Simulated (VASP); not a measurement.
Input of a VASP 6.6.1 run:

The input POSCAR:

```
ZnS
1.0
    0.0000000000      2.6942020163      2.6942020163
    2.6942020163      0.0000000000      2.6942020163
    2.6942020163      2.6942020163      0.0000000000
Zn S
1 1
Direct
    0.0000000000      0.0000000000      0.0000000000
    0.2500000000      0.2500000000      0.2500000000
```

File INCAR.step1:

```
SYSTEM = ZnS
ALGO = Normal ; EDIFF = 1E-4
ENCUT = 520 ; GGA = PE
ISMEAR = 0 ; LASPH = .True.
LCHARG = .False. ; LREAL = .False.
LWAVE = .True. ; NBANDS = 16
NELM = 100 ; PREC = Accurate
SIGMA = 0.02
```

File INCAR.step2:

```
SYSTEM = ZnS
ALGO = Normal ; EDIFF = 1E-6
ENCUT = 520 ; ISIF = 2
ISMEAR = 0 ; ISTART = 1
LASPH = .True. ; LCHARG = .False.
LMIXTAU = .True. ; LREAL = .False.
LWAVE = .False. ; METAGGA = R2SCAN
NBANDS = 16 ; NELM = 100
PREC = Accurate ; SIGMA = 0.02
```

KPOINTS

```
k-points
0
Gamma
  8 8 8
  0 0 0
```

Potentials or basis: VASP PAW PBE potentials, release 64 (Zn, S).

Run with:

```sh
$ cat potpaw_PBE.64/Zn/POTCAR potpaw_PBE.64/S/POTCAR > POTCAR
$ cp INCAR.step1 INCAR
$ mpirun -np 1 vasp_std > vasp.out
$ cp INCAR.step2 INCAR
$ mpirun -np 1 vasp_std > vasp.out
```

(1) What does it give for the pressure?

(2) Estimate the band gap on the k mesh.

## Answers

(1) 0.0 GPa.

(2) 2.71 eV, direct.

Caveat: the PAW data sets were made with another functional, which shifts forces and pressure a little.
